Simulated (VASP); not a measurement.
# HfC (Fm-3m) in VASP: a series of runs

Runs on HfC. Level: PBEsol+U. Tasks: density of states.

Program: VASP 6.6.1. These are calculated values, not measurements. Logs are shortened: lines on timing, memory, paths and dates and some standing lists are left out, and cuts for length are marked.

## Step 1: The cell of the first run

It takes space group Fm-3m (No. 225, cubic). Conventional cell: a = 4.650 Å, b = 4.650 Å, c = 4.650 Å, α = 90.00°, β = 90.00°, γ = 90.00°. Hf (site symmetry m-3m) has 6 C at 2.33 Å within 3.1 Å. Within 3.1 Å of C (site symmetry m-3m) lie 6 Hf at 2.33 Å.

## Step 2: Density of states, PBEsol+U

POSCAR

```
HfC
1.0
    0.0000000000      2.3250000000      2.3250000000
    2.3250000000      0.0000000000      2.3250000000
    2.3250000000      2.3250000000      0.0000000000
Hf C
1 1
Direct
    0.5000000000      0.5000000000      0.5000000000
    0.0000000000      0.0000000000      0.0000000000
```

INCAR.step1

```
SYSTEM = HfC
  PREC = Accurate
  ENCUT = 520
  EDIFF = 1E-6
  ISMEAR = -1
  SIGMA = 0.05
  LREAL = .False.
  LASPH = .True.
  NELM = 150
  ALGO = Normal
  ISIF = 2
  LWAVE = .False.
  LCHARG = .True.
  LMAXMIX = 4
  LDAU = .True.
  LDAUTYPE = 2
  LDAUL = 2 -1
  LDAUU = 2 0
  LDAUJ = 0 0
  LDAUPRINT = 1
  GGA = PS
  NBANDS = 14
```

KPOINTS.step1

```
regular mesh
0
Gamma
  10 10 10
  0 0 0
```

INCAR.step2

```
SYSTEM = HfC
  PREC = Accurate
  ENCUT = 520
  EDIFF = 1E-6
  ISMEAR = -5
  SIGMA = 0.05
  LREAL = .False.
  LASPH = .True.
  NELM = 150
  ALGO = Normal
  ISIF = 2
  LWAVE = .False.
  LCHARG = .False.
  LMAXMIX = 4
  LDAU = .True.
  LDAUTYPE = 2
  LDAUL = 2 -1
  LDAUU = 2 0
  LDAUJ = 0 0
  LDAUPRINT = 1
  GGA = PS
  LORBIT = 11
  NEDOS = 1001
  ICHARG = 11
```

KPOINTS.step2

```
regular mesh
0
Gamma
  15 15 15
  0 0 0
```

Potentials or basis: VASP PAW PBE potentials, release 64 (Hf_pv, C).

Run with:

```
> cat potpaw_PBE.64/Hf_pv/POTCAR potpaw_PBE.64/C/POTCAR > POTCAR
> cp INCAR.step1 INCAR
> cp KPOINTS.step1 KPOINTS
> mpirun -np 1 vasp_std > vasp.out
> cp INCAR.step2 INCAR
> cp KPOINTS.step2 KPOINTS
> mpirun -np 1 vasp_std > vasp.out
```

OUTCAR:

```text
SYSTEM = HfC
   PREC = Accurate
   ENCUT = 520
   EDIFF = 1E-6
   ISMEAR = -5
   LREAL = .False.
   LASPH = .True.
   NELM = 150
   ISIF = 2
   GGA = PS
   LORBIT = 11
   ICHARG = 11

 ion  position               nearest neighbor table
   1  0.500  0.500  0.500-   2 2.33   2 2.33   2 2.33   2 2.33   2 2.33   2 2.33
   2  0.000  0.000  0.000-   1 2.33   1 2.33   1 2.33   1 2.33   1 2.33   1 2.33

  LATTYP: Found a face centered cubic cell.
 ALAT       =     4.6500000000

  Lattice vectors:

 A1 = (   0.0000000000,   2.3250000000,   2.3250000000)
 A2 = (   2.3250000000,   0.0000000000,   2.3250000000)
 A3 = (   2.3250000000,   2.3250000000,   0.0000000000)

Analysis of symmetry for initial positions (statically):
=====================================================================
 Subroutine PRICEL returns:
 Original cell was already a primitive cell.

 Routine SETGRP: Setting up the symmetry group for a
 face centered cubic supercell.

 Subroutine GETGRP returns: Found 48 space group operations
 (whereof 48 operations were pure point group operations)
 out of a pool of 48 trial point group operations.

The static configuration has the point symmetry O_h .

Analysis of symmetry for dynamics (positions and initial velocities):
=====================================================================
 Subroutine PRICEL returns:
 Original cell was already a primitive cell.

 Routine SETGRP: Setting up the symmetry group for a
 face centered cubic supercell.

 Subroutine GETGRP returns: Found 48 space group operations
 (whereof 48 operations were pure point group operations)
 out of a pool of 48 trial point group operations.

The dynamic configuration has the point symmetry O_h .

 Subroutine INISYM returns: Found 48 space group operations
 (whereof 48 operations are pure point group operations),
 and found     1 'primitive' translations

----------------------------------------------------------------------------------------

                                     Primitive cell

  volume of cell :      25.1362

  direct lattice vectors                    reciprocal lattice vectors
     0.000000000  2.325000000  2.325000000    -0.215053763  0.215053763  0.215053763
     2.325000000  0.000000000  2.325000000     0.215053763 -0.215053763  0.215053763
     2.325000000  2.325000000  0.000000000     0.215053763  0.215053763 -0.215053763

  length of vectors
     3.288046533  3.288046533  3.288046533     0.372484045  0.372484045  0.372484045

  position of ions in fractional coordinates (direct lattice)
     0.500000000  0.500000000  0.500000000
     0.000000000  0.000000000  0.000000000

  ion indices of the primitive-cell ions
   primitive index   ion index
                 1           1
                 2           2

----------------------------------------------------------------------------------------

 KPOINTS: regular mesh

Automatic generation of k-mesh.
 Grid dimensions read from file:
 generate k-points for:   15   15   15

 Generating k-lattice:

  Cartesian coordinates                     Fractional coordinates (reciprocal lattice)
    -0.014336918  0.014336918  0.014336918     0.066666667  0.000000000  0.000000000
     0.014336918 -0.014336918  0.014336918     0.000000000  0.066666667  0.000000000
     0.014336918  0.014336918 -0.014336918     0.000000000  0.000000000  0.066666667

  Length of vectors
     0.024832270  0.024832270  0.024832270

  Shift w.r.t. Gamma in fractional coordinates (k-lattice)
     0.000000000  0.000000000  0.000000000

 TETIRR: Found    484 inequivalent tetrahedra from    20250

 Subroutine IBZKPT returns following result:
 ===========================================

 Found    120 irreducible k-points:

 Following reciprocal coordinates:
            Coordinates               Weight
  0.000000  0.000000  0.000000      1.000000
  0.066667  0.000000  0.000000      8.000000
  0.133333  0.000000  0.000000      8.000000
  0.200000  0.000000  0.000000      8.000000
  0.266667  0.000000  0.000000      8.000000
  0.333333  0.000000  0.000000      8.000000
[... 16 lines left out ...]
  0.133333  0.133333  0.000000      6.000000
  0.200000  0.133333  0.000000     24.000000
 [... further k-points ...]
   k-points           NKPTS =    120   k-points in BZ     NKDIM =    120   number of bands    NBANDS=     11
   number of dos      NEDOS =   1001   number of ions     NIONS =      2
   total plane-waves  NPLWV =  13824
   dimension x,y,z NGX =    24 NGY =   24 NGZ =   24
   dimension x,y,z NGXF=    48 NGYF=   48 NGZF=   48
   ions per type =               1   1
   NGX,Y,Z   is equivalent  to a cutoff of  12.13, 12.13, 12.13 a.u.
   NGXF,Y,Z  is equivalent  to a cutoff of  24.27, 24.27, 24.27 a.u.
 SYSTEM =  HfC
   PREC   = accura    normal or accurate (medium, high low for compatibility)
   ISTART =      0    job   : 0-new  1-cont  2-samecut
   ICHARG =     11    charge: 1-file 2-atom 10-const
   ISPIN  =      1    spin polarized calculation?
   LNONCOLLINEAR =      F non collinear calculations
   LSORBIT =      F    spin-orbit coupling
   LASPH  =      T    aspherical Exc in radial PAW
   ENCUT  =  520.0 eV  38.22 Ry    6.18 a.u.   6.11  6.11  6.11*2*pi/ulx,y,z
   NELM   =    150;   NELMIN=  2; NELMDL=  0     # of ELM steps
   EDIFF  = 0.1E-05   stopping-criterion for ELM
   LREAL  =      F    real-space projection
   EDIFFG = 0.1E-04   stopping-criterion for IOM
   NSW    =      0    number of steps for IOM
   IBRION =     -1    ionic relax: 0-MD 1-quasi-New 2-CG
   NFREE  =      0    steps in history (QN), initial steepest desc. (CG)
   ISIF   =      2    stress and relaxation
   ISYM   =      2    0-nonsym 1-usesym 2-fastsym
   POTIM  = 0.5000    time-step for ionic-motion
   TEBEG  =    0.0;   TEEND  =   0.0 temperature during run
   PSTRESS=    0.0 pullay stress
   NELECT =      14.0000    total number of electrons
   NUPDOWN=      -1.0000    fix difference up-down
   EMIN   =  10.00;   EMAX   =-10.00  energy-range for DOS
   EFERMI =   0.00;   METHOD = LEGACY
   ISMEAR =    -5;   SIGMA  =   0.05  broadening in eV -4-tet -1-fermi 0-gaus
   EFERMI_NEDOS =   21; number of points for ismear=-14 and -15
   IALGO  =     38    algorithm
   IMIX   =      4    mixing-type and parameters
     AMIX     =   0.40;   BMIX     =  1.00
     AMIX_MAG =   1.60;   BMIX_MAG =  1.00
  volume/ion in A,a.u.               =      12.57        84.81
  Fermi-wavevector in a.u.,A,eV,Ry     =   1.346949  2.545365 24.684672  1.814272
  Thomas-Fermi vector in A             =   2.474740
   LORBIT       =     11    0 simple, 1 ext, 2 COOP (PROOUT), +10 PAW based schemes
 LDA+U is selected, type is set to LDAUTYPE =  2
   angular momentum for each species LDAUL =     2   -1
   U (eV)           for each species LDAUU =   2.0  0.0
   J (eV)           for each species LDAUJ =   0.0  0.0
   GGA     = PS    functional components
   LHFCALC =     F    Hartree Fock is set to
   AEXX    =    0.0000 exact exchange contribution
   IVDW    =     0    specifies the selected vdW correction
   LEPSILON=     F    determine dielectric tensor
   LRPA    =     F    only Hartree local field effects (RPA)
 non-spin polarized calculation
 Fermi weights with tetrahedron method with Bloechl corrections
  energy-cutoff  :      520.00
  volume of cell :       25.14
 maximum number of plane-waves:       688

atom =   1  type =  1  l = 2

 onsite density matrix

spin component  1

  0.1160 -0.0000 -0.0000  0.0000  0.0000
 -0.0000  0.1160  0.0000 -0.0000  0.0000
 -0.0000  0.0000  0.2352  0.0000  0.0000
  0.0000 -0.0000  0.0000  0.1160  0.0000
  0.0000  0.0000  0.0000  0.0000  0.2352

spin component  2

  0.1160 -0.0000 -0.0000  0.0000  0.0000
 -0.0000  0.1160  0.0000 -0.0000  0.0000
 -0.0000  0.0000  0.2352  0.0000  0.0000
  0.0000 -0.0000  0.0000  0.1160  0.0000
  0.0000  0.0000  0.0000  0.0000  0.2352

 occupancies and eigenvectors

  o =  0.1160  v =  0.0000  0.9435 -0.0000 -0.3313 -0.0000  0.0000  0.0000  0.0000  0.0000  0.0000      0.0000  0.0000  0.0000  0.0000  0.0000  0.0000  0.0000  0.0000  0.0000  0.0000
  o =  0.1160  v =  0.0000  0.0000  0.0000  0.0000  0.0000  0.0000  0.9435 -0.0000 -0.3313 -0.0000      0.0000  0.0000  0.0000  0.0000  0.0000  0.0000  0.0000  0.0000  0.0000  0.0000
  o =  0.1160  v =  0.0000 -0.3313  0.0000 -0.9435  0.0000  0.0000  0.0000  0.0000  0.0000  0.0000      0.0000  0.0000  0.0000  0.0000  0.0000  0.0000  0.0000  0.0000  0.0000  0.0000
  o =  0.1160  v =  0.0000  0.0000  0.0000  0.0000  0.0000  0.0000 -0.3313  0.0000 -0.9435  0.0000      0.0000  0.0000  0.0000  0.0000  0.0000  0.0000  0.0000  0.0000  0.0000  0.0000
  o =  0.1160  v =  1.0000  0.0000  0.0000  0.0000  0.0000  0.0000  0.0000  0.0000  0.0000  0.0000      0.0000  0.0000  0.0000  0.0000  0.0000  0.0000  0.0000  0.0000  0.0000  0.0000
  o =  0.1160  v =  0.0000  0.0000  0.0000  0.0000  0.0000  1.0000  0.0000  0.0000  0.0000  0.0000      0.0000  0.0000  0.0000  0.0000  0.0000  0.0000  0.0000  0.0000  0.0000  0.0000
  o =  0.2352  v =  0.0000  0.0000  0.0000  0.0000  0.0000  0.0000  0.0000  0.0000  0.0000  1.0000      0.0000  0.0000  0.0000  0.0000  0.0000  0.0000  0.0000  0.0000  0.0000  0.0000
  o =  0.2352  v =  0.0000  0.0000  0.0000  0.0000  1.0000  0.0000  0.0000  0.0000  0.0000  0.0000      0.0000  0.0000  0.0000  0.0000  0.0000  0.0000  0.0000  0.0000  0.0000  0.0000
  o =  0.2352  v =  0.0000  0.0000  0.0000  0.0000  0.0000  0.0000  0.0000  1.0000 -0.0000 -0.0000      0.0000  0.0000  0.0000  0.0000  0.0000  0.0000  0.0000  0.0000  0.0000  0.0000
  o =  0.2352  v =  0.0000  0.0000  1.0000 -0.0000 -0.0000  0.0000  0.0000  0.0000  0.0000  0.0000      0.0000  0.0000  0.0000  0.0000  0.0000  0.0000  0.0000  0.0000  0.0000  0.0000

 number of electron      14.0000000 magnetization

 Free energy of the ion-electron system (eV)
  ---------------------------------------------------
  ext. energy  EPLUGINS =         0.00000000
  ---------------------------------------------------
  free energy    TOTEN  =       -20.81526229 eV

  energy without entropy =      -20.81526229  energy(sigma->0) =      -20.81526229

 E-fermi :   6.0644     XC(G=0): -12.4206

 val. band max:        6.2621549283   @ k =   0.0667   0.0000   0.0000
 cond. band min:       6.0000465654   @ k =   0.4000   0.3333   0.0000
 fundamental gap:     -0.2621083630
 Fermi energy:         6.0644330015

 k-point     1 :       0.0000    0.0000    0.0000
  band No.  band energies     occupation
      1     -23.8780      2.00000
      2     -23.8780      2.00000
      3     -23.8780      2.00000
      4      -6.3804      2.00000
      5       7.0089     -0.24344
      6       7.0089      0.00000
      7       7.0089      0.00000
      8       7.6424      0.00000
      9       7.6424      0.00000
     10       7.6424      0.00000
     11       9.5352      0.00000

 k-point     2 :       0.0667    0.0000    0.0000
  band No.  band energies     occupation
      1     -23.9091      2.00000
      2     -23.8811      2.00000
      3     -23.8811      2.00000
      4      -6.2672      2.00000
      5       6.2622      1.00197
      6       6.4911     -0.00669
      7       6.4911     -0.16527
      8       7.8604      0.00000
      9       7.8604      0.00000
     10       8.0912      0.00000
     11      10.0682      0.00000

 k-point     3 :       0.1333    0.0000    0.0000
  band No.  band energies     occupation
      1     -23.9957      2.00000
      2     -23.8896      2.00000
      3     -23.8896      2.00000
      4      -5.9374      2.00000
      5       5.1099      2.00781
      6       5.6526      2.04335
      7       5.6526      2.13435
      8       8.2406      0.00000
      9       8.2406      0.00000
     10       8.4959      0.00000
     11      11.2152      0.00000
[... 267 lines left out ...]
 k-point    23 :       0.1333    0.1333    0.0000
  band No.  band energies     occupation
      1     -23.9877      2.00000
      2     -23.9166      2.00000
      3     -23.9166      2.00000
      4      -5.8145      2.00000
      5       4.3323      2.00000
      6       6.0052      1.89965
      7       6.0052      1.87578
      8       6.8535      0.00000
      9       9.4809      0.00000
     10       9.4809      0.00000
     11       9.8051      0.00000

 k-point    24 :       0.2000    0.1333    0.0000
  band No.  band energies     occupation
      1     -24.0684      2.00000
      2     -23.9355      2.00000
      3     -23.9284      2.00000
      4      -5.4650      2.00000
      5       3.5766      2.00000
      6       5.3877      2.00000
      7       5.6355      2.00000
      8       6.9449      0.00000
      9       9.6942      0.00000
     10       9.9849      0.00000
     11      10.6902      0.00000

 [... further k-points ...]
[... 5 lines left out ...]
  --------------------------------------------------------------------------------------
  -------------------------------------------------------------------------------------
  Total        0.0204234      0.0204234      0.0204234     -0.0000000      0.0000000      0.0000000
  in kB        1.3017868      1.3017868      1.3017868     -0.0000000      0.0000000      0.0000000
  external PRESSURE =       1.3017868 kB  Pullay stress =       0.0000000 kB

 VOLUME and BASIS-vectors are now :
 -----------------------------------------------------------------------------
  energy-cutoff  :      520.00
  volume of cell :       25.14
      direct lattice vectors                 reciprocal lattice vectors
     0.000000000  2.325000000  2.325000000    -0.215053763  0.215053763  0.215053763
     2.325000000  0.000000000  2.325000000     0.215053763 -0.215053763  0.215053763
     2.325000000  2.325000000  0.000000000     0.215053763  0.215053763 -0.215053763

 POSITION                                       TOTAL-FORCE (eV/Angst)
 -----------------------------------------------------------------------------------
      2.32500      2.32500      2.32500        -0.000000      0.000000     -0.000000
      0.00000      0.00000      0.00000         0.000000     -0.000000      0.000000
 -----------------------------------------------------------------------------------
    total drift:                                0.000000     -0.000000      0.000000

  FREE ENERGIE OF THE ION-ELECTRON SYSTEM (eV)
  ---------------------------------------------------
  free  energy   TOTEN  =       -20.8152622876 eV

  energy  without entropy=      -20.8152622876  energy(sigma->0) =      -20.81526229

 total charge

# of ion       s       p       d       tot
------------------------------------------
    1        0.322   6.653   1.597   8.571
    2        0.865   1.520   0.000   2.385
--------------------------------------------------
tot          1.187   8.172   1.597  10.956
```

Wall time 14 s (1 thread of Intel Xeon Platinum 8559C (Emerald Rapids), shared host); peak memory 0.16 GiB.

Results:

```
Valence electrons inside the program's atomic spheres : Hf 8.57; C 2.38
```

Eigenvalues of the final occupation matrices:
```tsv
site	spin	trace	eigenvalues
site 1 d	1	0.82	0.12 0.12 0.12 0.24 0.24
site 1 d	2	0.82	0.12 0.12 0.12 0.24 0.24
```

Caveat: the PAW data sets were made with another functional, which shifts forces and pressure a little; spin-orbit coupling is left out, which moves the levels of the heavy elements; U without spin polarisation on a metal has little footing; the U is typed as a test and isn't derived for this compound; tetrahedron occupations give inexact forces and stress in metals.

(Part 1 of 2 ends here.)
